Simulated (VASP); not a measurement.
# Al (Fm-3m) in VASP: single point with PBE

Aim: the single point of Al with PBE.

All numbers are computed with VASP 6.6.1; they aren't measurements. Logs are shortened: lines on timing, memory, paths and dates and some standing lists are left out, and cuts for length are marked.

**1. The cell of the first run**

The structure is cubic, space group Fm-3m (No. 225). The conventional cell has a = 4.042 Å, b = 4.042 Å, c = 4.042 Å, α = 90.00°, β = 90.00°, γ = 90.00°. Al (site symmetry m-3m) has 12 Al at 2.86 Å within 3.8 Å.

**2. Single point, PBE**

INCAR

```
SYSTEM = Al
ALGO = Normal
EDIFF = 1E-6
ENCUT = 520
GGA = PE
ISIF = 2
ISMEAR = 0
LASPH = .TRUE.
LCHARG = .FALSE.
LREAL = .FALSE.
LWAVE = .FALSE.
NBANDS = 8
NELM = 60
PREC = Accurate
SIGMA = 0.05
```

KPOINTS

```
k-points
0
G
  18 18 18
  0 0 0
```

POSCAR

```
Al
1.0
    0.0000000000      2.0209373882      2.0209373882
    2.0209373882      0.0000000000      2.0209373882
    2.0209373882      2.0209373882      0.0000000000
Al
1
Direct
    0.0000000000      0.0000000000      0.0000000000
```

Potentials or basis: VASP PAW PBE potentials, release 64 (Al).

Run with:

```console
cat potpaw_PBE.64/Al/POTCAR > POTCAR
mpirun -np 1 vasp_std > vasp.out
```

OUTCAR:

```text
SYSTEM = Al
   EDIFF = 1E-6
   ENCUT = 520
   GGA = PE
   ISIF = 2
   ISMEAR = 0
   LASPH = .TRUE.
   LREAL = .FALSE.
   NELM = 60
   PREC = Accurate

 ion  position               nearest neighbor table
   1  0.000  0.000  0.000-

  LATTYP: Found a face centered cubic cell.
 ALAT       =     4.0418747764

  Lattice vectors:

 A1 = (   0.0000000000,   2.0209373882,   2.0209373882)
 A2 = (   2.0209373882,   0.0000000000,   2.0209373882)
 A3 = (   2.0209373882,   2.0209373882,   0.0000000000)

Analysis of symmetry for initial positions (statically):
=====================================================================
 Subroutine PRICEL returns:
 Original cell was already a primitive cell.

 Routine SETGRP: Setting up the symmetry group for a
 face centered cubic supercell.

 Subroutine GETGRP returns: Found 48 space group operations
 (whereof 48 operations were pure point group operations)
 out of a pool of 48 trial point group operations.

The static configuration has the point symmetry O_h .

Analysis of symmetry for dynamics (positions and initial velocities):
=====================================================================
 Subroutine PRICEL returns:
 Original cell was already a primitive cell.

 Routine SETGRP: Setting up the symmetry group for a
 face centered cubic supercell.

 Subroutine GETGRP returns: Found 48 space group operations
 (whereof 48 operations were pure point group operations)
 out of a pool of 48 trial point group operations.

The dynamic configuration has the point symmetry O_h .

 Subroutine INISYM returns: Found 48 space group operations
 (whereof 48 operations are pure point group operations),
 and found     1 'primitive' translations

----------------------------------------------------------------------------------------

                                     Primitive cell

  volume of cell :      16.5078

  direct lattice vectors                    reciprocal lattice vectors
     0.000000000  2.020937388  2.020937388    -0.247409941  0.247409941  0.247409941
     2.020937388  0.000000000  2.020937388     0.247409941 -0.247409941  0.247409941
     2.020937388  2.020937388  0.000000000     0.247409941  0.247409941 -0.247409941

  length of vectors
     2.858037063  2.858037063  2.858037063     0.428526588  0.428526588  0.428526588

  position of ions in fractional coordinates (direct lattice)
     0.000000000  0.000000000  0.000000000

  ion indices of the primitive-cell ions
   primitive index   ion index
                 1           1

[... 70 lines left out ...]
   NELM   =     60;   NELMIN=  2; NELMDL= -5     # of ELM steps
   EDIFF  = 0.1E-05   stopping-criterion for ELM
   LREAL  =      F    real-space projection
   EDIFFG = 0.1E-04   stopping-criterion for IOM
   NSW    =      0    number of steps for IOM
   IBRION =     -1    ionic relax: 0-MD 1-quasi-New 2-CG
   NFREE  =      0    steps in history (QN), initial steepest desc. (CG)
   ISIF   =      2    stress and relaxation
   ISYM   =      2    0-nonsym 1-usesym 2-fastsym
   POTIM  = 0.5000    time-step for ionic-motion
   TEBEG  =    0.0;   TEEND  =   0.0 temperature during run
   PSTRESS=    0.0 pullay stress
   NELECT =       3.0000    total number of electrons
   NUPDOWN=      -1.0000    fix difference up-down
   EMIN   =  10.00;   EMAX   =-10.00  energy-range for DOS
   EFERMI =   0.00;   METHOD = LEGACY
   ISMEAR =     0;   SIGMA  =   0.05  broadening in eV -4-tet -1-fermi 0-gaus
   EFERMI_NEDOS =   21; number of points for ismear=-14 and -15
   IALGO  =     38    algorithm
   IMIX   =      4    mixing-type and parameters
     AMIX     =   0.40;   BMIX     =  1.00
     AMIX_MAG =   1.60;   BMIX_MAG =  1.00
  volume/ion in A,a.u.               =      16.51       111.40
  Fermi-wavevector in a.u.,A,eV,Ry     =   0.927297  1.752338 11.699385  0.859881
  Thomas-Fermi vector in A             =   2.053352
   LORBIT       =      0    0 simple, 1 ext, 2 COOP (PROOUT), +10 PAW based schemes
   GGA     = PE    functional components
   LHFCALC =     F    Hartree Fock is set to
   AEXX    =    0.0000 exact exchange contribution
   IVDW    =     0    specifies the selected vdW correction
   LEPSILON=     F    determine dielectric tensor
   LRPA    =     F    only Hartree local field effects (RPA)
 non-spin polarized calculation
 Gauss-broadening in eV      SIGMA  =   0.05
  energy-cutoff  :      520.00
  volume of cell :       16.51
 maximum number of plane-waves:       459
 NGX is ok and might be reduce to    24
   NGX = 11   NGY = 11   NGZ = 11

 number of electron       3.0000000 magnetization

 Free energy of the ion-electron system (eV)
  ---------------------------------------------------
  ext. energy  EPLUGINS =         0.00000000
  ---------------------------------------------------
  free energy    TOTEN  =        -3.74325157 eV

  energy without entropy =       -3.74214814  energy(sigma->0) =       -3.74269985

 E-fermi :   7.9846     XC(G=0): -10.1948

 val. band max:        7.9803003506   @ k =  -0.2778   0.2778   0.0556
 cond. band min:       7.9877919477   @ k =  -0.2778   0.5000   0.2222
 fundamental gap:      0.0074915972
 Fermi energy:         7.9846244252

 k-point     1 :       0.0000    0.0000    0.0000
  band No.  band energies     occupation
      1      -3.1359      2.00000
      2      20.6119      0.00000
      3      20.6119      0.00000
      4      20.6119      0.00000
      5      22.1004      0.00000
      6      22.1004      0.00000
      7      22.1004      0.00000
      8      24.4576      0.00000
[... 243 lines left out ...]
 k-point    24 :      -0.2222    0.0556    0.0000
  band No.  band energies     occupation
      1      -1.4952      2.00000
      2      11.8351      0.00000
      3      17.2771      0.00000
      4      20.1278      0.00000
      5      21.8730      0.00000
      6      22.9232      0.00000
      7      23.3702      0.00000
      8      25.5722      0.00000

 [... further k-points ...]
[... 5 lines left out ...]
  --------------------------------------------------------------------------------------
  -------------------------------------------------------------------------------------
  Total       -0.0028035     -0.0028035     -0.0028035      0.0000000      0.0000000      0.0000000
  in kB       -0.2720936     -0.2720936     -0.2720936      0.0000000      0.0000000      0.0000000
  external PRESSURE =      -0.2720936 kB  Pullay stress =       0.0000000 kB

 VOLUME and BASIS-vectors are now :
 -----------------------------------------------------------------------------
  energy-cutoff  :      520.00
  volume of cell :       16.51
      direct lattice vectors                 reciprocal lattice vectors
     0.000000000  2.020937388  2.020937388    -0.247409941  0.247409941  0.247409941
     2.020937388  0.000000000  2.020937388     0.247409941 -0.247409941  0.247409941
     2.020937388  2.020937388  0.000000000     0.247409941  0.247409941 -0.247409941

 POSITION                                       TOTAL-FORCE (eV/Angst)
 -----------------------------------------------------------------------------------
      0.00000      0.00000      0.00000        -0.000000      0.000000      0.000000
 -----------------------------------------------------------------------------------
    total drift:                               -0.000000      0.000000      0.000000

  FREE ENERGIE OF THE ION-ELECTRON SYSTEM (eV)
  ---------------------------------------------------
  free  energy   TOTEN  =        -3.7432515680 eV

  energy  without entropy=       -3.7421481386  energy(sigma->0) =       -3.74269985
```

It took 10 s on 1 thread of Intel Xeon 6975P-C, shared host; peak memory 0.14 GiB.

Results:

```yaml
Free_energy: -3.7433 eV
Pressure: 0.0 GPa
```
